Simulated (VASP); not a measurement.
# Al9H in VASP: further runs, part 2 of 2

VASP 6.6.1.

## 4. Single point, PBE

INCAR

```
PREC = Accurate
ENCUT = 520
EDIFF = 1E-6
ISMEAR = 0
SIGMA = 0.1
LREAL = F
LASPH = T
NELM = 80
ALGO = Normal
ISIF = 2
LWAVE = F
LCHARG = F
LDIPOL = T
IDIPOL = 3
DIPOL = 0.5 0.5 0.315
GGA = PE
NBANDS = 25
```

KPOINTS

```
regular mesh
0
Gamma
  9 3 1
```

POSCAR

```
Al9H
1.0
    2.8543223330      0.0000000000      0.0000000000
   -1.4271611665      9.7033329366      0.0000000000
    0.0000000000      0.0000000000     21.7902708969
Al H
9 1
Direct
    0.5324485604      0.0648971207      0.1835681630
    0.6709687938      0.3419375876      0.2292758741
    0.2986728405      0.5973456810      0.2384174163
    0.9263768872      0.8527537744      0.2475589585
    0.0639738222      0.1277383808      0.2937147080
    0.1995905480      0.4042696935      0.3452583266
    0.8288544886      0.6597110299      0.3524478004
    0.4526361687      0.9111292155      0.3607640453
    0.5925232094      0.1814597089      0.4034034702
    1.0925232094      0.6814597089      0.4983999946
```

Potentials or basis: VASP PAW PBE potentials, release 64 (Al, H).

Run with:

```console
$ cat potpaw_PBE.64/Al/POTCAR potpaw_PBE.64/H/POTCAR > POTCAR
$ mpirun -np 1 vasp_std > vasp.out
```

OUTCAR:

```text
PREC = Accurate
   ENCUT = 520
   EDIFF = 1E-6
   ISMEAR = 0
   LREAL = F
   LASPH = T
   NELM = 80
   ISIF = 2
   GGA = PE

 ion  position               nearest neighbor table
   1  0.532  0.065  0.184-   5 2.86   5 2.86   2 2.87   4 2.87   4 2.87
   2  0.671  0.342  0.229-   1 2.87   3 2.87   3 2.87   5 2.89   5 2.89   6 2.96   6 2.97
   3  0.299  0.597  0.238-   4 2.87   4 2.87   2 2.87   2 2.87   7 2.93   7 2.93   6 2.99
   4  0.926  0.853  0.248-   5 2.85   3 2.87   3 2.87   1 2.87   1 2.87   8 2.90   8 2.91   7 2.96

   5  0.064  0.128  0.294-   9 2.83   9 2.83   4 2.85   1 2.86   1 2.86   2 2.89   2 2.89   6 2.91
                             8 2.93   8 2.93
   6  0.200  0.404  0.345-   7 2.86   7 2.87   9 2.88   9 2.89   5 2.91   2 2.96   2 2.97   3 2.99

   7  0.829  0.660  0.352-   8 2.83   8 2.83   6 2.86   6 2.87   3 2.93   3 2.93   4 2.96
   8  0.453  0.911  0.361-   9 2.78   7 2.83   7 2.83   4 2.90   4 2.91   5 2.93   5 2.93
   9  0.593  0.181  0.403-   8 2.78   5 2.83   5 2.83   6 2.88   6 2.89
  10  0.093  0.681  0.498-

  LATTYP: Found a base centered orthorhombic cell.
 ALAT       =     2.8543223330
 B/A-ratio  =     6.7990449603
 C/A-ratio  =     7.6341311018

  Lattice vectors:

 A1 = (   1.4271611665,  -9.7033329366,   0.0000000000)
 A2 = (   1.4271611665,   9.7033329366,   0.0000000000)
 A3 = (   0.0000000000,   0.0000000000,  21.7902708969)

Analysis of symmetry for initial positions (statically):
=====================================================================
 Subroutine PRICEL returns:
 Original cell was already a primitive cell.

 Routine SETGRP: Setting up the symmetry group for a
 base centered orthorhombic supercell.

 Subroutine GETGRP returns: Found  1 space group operations
 (whereof  1 operations were pure point group operations)
 out of a pool of  8 trial point group operations.

The static configuration has the point symmetry C_1 .

Analysis of symmetry for dynamics (positions and initial velocities):
[... 174 lines left out ...]
 NGX is ok and might be reduce to    24
   NGX = 11   NGY = 37   NGZ = 81

 dipolmoment           0.000000      0.000000     -0.090895 electrons x Angstroem

 number of electron      28.0000000 magnetization

 dipolmoment           0.000000      0.000000      0.213579 electrons x Angstroem

 Free energy of the ion-electron system (eV)
  ---------------------------------------------------
  ext. energy  EPLUGINS =         0.00000000
  ---------------------------------------------------
  free energy    TOTEN  =       -31.56532061 eV

  energy without entropy =      -31.53814127  energy(sigma->0) =      -31.55173094

 E-fermi :  -1.6183     XC(G=0):  -3.6335

 val. band max:       -1.6271717312   @ k =  -0.2222   0.3333   0.0000
 cond. band min:      -1.6126427859   @ k =   0.4444   0.0000   0.0000
 fundamental gap:      0.0145289453
 Fermi energy:        -1.6183044192

 k-point     1 :       0.0000    0.0000    0.0000
  band No.  band energies     occupation
      1     -11.6298      2.00000
      2     -10.0850      2.00000
      3      -9.9673      2.00000
      4      -9.3400      2.00000
      5      -7.4773      2.00000
      6      -7.4623      2.00000
[... 381 lines left out ...]
     24       2.8319      0.00000
     25       2.9460      0.00000

------------------------ aborting loop because EDIFF is reached ----------------------------------------

 vacuum level on the upper side and lower side of the slab       (xc-potential included)         0.608        -0.747

  FORCE on cell =-STRESS in cart. coord.  units (eV):
  Direction    XX          YY          ZZ          XY          YZ          ZX
  --------------------------------------------------------------------------------------
  -------------------------------------------------------------------------------------
  Total       -8.3415964     -6.0222493     -0.6467461      1.2146601     -0.6480967     -0.1876551
  in kB      -22.1448722    -15.9875801     -1.7169506      3.2246216     -1.7205362     -0.4981777
  external PRESSURE =     -13.2831343 kB  Pullay stress =       0.0000000 kB

 VOLUME and BASIS-vectors are now :
 -----------------------------------------------------------------------------
  energy-cutoff  :      520.00
  volume of cell :      603.51
      direct lattice vectors                 reciprocal lattice vectors
     2.854322333  0.000000000  0.000000000     0.350345856  0.051528686  0.000000000
    -1.427161166  9.703332937  0.000000000     0.000000000  0.103057373  0.000000000
     0.000000000  0.000000000 21.790270897     0.000000000  0.000000000  0.045892041

 POSITION                                       TOTAL-FORCE (eV/Angst)
 -----------------------------------------------------------------------------------
      1.42716      0.62972      4.00000         0.020929      0.178652      0.010813
      1.42716      3.31793      4.99598         0.001007      0.117223     -0.017401
     -0.00000      5.79624      5.19518        -0.009469     -0.031141     -0.067615
      1.42716      8.27455      5.39438        -0.002922     -0.160841     -0.199834
      0.00030      1.23949      6.40012        -0.010816      0.011445     -0.032311
     -0.00726      3.92276      7.52327         0.013979      0.103364      0.035457
      1.42430      6.40140      7.67993         0.047083     -0.095744      0.505444
     -0.00836      8.84099      7.86115        -0.006896     -0.086203      0.154952
      1.43228      1.76076      8.79027        -0.009551     -0.020919      0.046572
     -0.70846      6.61243     10.86027        -0.043344     -0.015836     -0.436076
 -----------------------------------------------------------------------------------
    total drift:                                0.000099      0.000019     -0.000044

  FREE ENERGIE OF THE ION-ELECTRON SYSTEM (eV)
  ---------------------------------------------------
  free  energy   TOTEN  =       -31.5653206053 eV

  energy  without entropy=      -31.5381412662  energy(sigma->0) =      -31.55173094

 vacuum level on the upper side and lower side of the slab         3.971         2.583
```

OSZICAR:

```text
N       E                     dE             d eps       ncg     rms          rms(c)
DAV:   1     0.928206024440E+02    0.92821E+02   -0.79461E+03   700   0.756E+02
DAV:   2    -0.266232187371E+02   -0.11944E+03   -0.11394E+03  1026   0.129E+02
DAV:   3    -0.324941520113E+02   -0.58709E+01   -0.57182E+01   855   0.289E+01
DAV:   4    -0.327545197217E+02   -0.26037E+00   -0.26008E+00  1198   0.739E+00
[... 16 lines left out ...]
DAV:  21    -0.315653059898E+02   -0.21582E-04   -0.16999E-06   640   0.406E-03    0.106E-03
DAV:  22    -0.315653151632E+02   -0.91735E-05   -0.70109E-07   609   0.271E-03    0.598E-04
DAV:  23    -0.315653187261E+02   -0.35628E-05   -0.20045E-07   556   0.174E-03    0.355E-04
DAV:  24    -0.315653200191E+02   -0.12930E-05   -0.73532E-08   518   0.119E-03    0.336E-04
DAV:  25    -0.315653206053E+02   -0.58620E-06   -0.33860E-08   501   0.881E-04
   1 F= -.31565321E+02 E0= -.31551731E+02  d E =-.271793E-01
```

It took 5.9 min on 1 thread of AMD EPYC 7R13 (Zen 3), shared host; peak memory 0.7 GiB.

What came out:

- Free energy: -31.5653 eV
- Largest force: 0.517 eV/Å
- Band gap on the k mesh: zero (bands 14 and 15 overlap by 1.04 eV)

Forces on the atoms (eV/Å):
```
Al   0.021  0.179  0.011
Al   0.001  0.117 -0.017
Al  -0.009 -0.031 -0.068
Al  -0.003 -0.161 -0.200
Al  -0.011  0.011 -0.032
Al   0.014  0.103  0.035
Al   0.047 -0.096  0.505
Al  -0.007 -0.086  0.155
Al  -0.010 -0.021  0.047
H   -0.043 -0.016 -0.436
```

## 5. Summary

```tsv
cell	gap on the mesh (eV)	largest force (eV/Å)
as given, atomic positions A	none	2.00
as given, atomic positions B	none	1.61
as given, atomic positions C	none	0.52
```

Alike in all rows: task single point; level PBE; potentials or basis VASP PAW PBE potentials, release 64 (Al, H); no spin polarisation; k mesh 9 × 3 × 1; cutoff (eV) 520; smearing gaussian 0.1 eV.

Total energies depend on the potentials used, so only differences within one code and one set of settings carry meaning.

The gap in the log of VASP goes by the Fermi energy; the results here count the filled bands.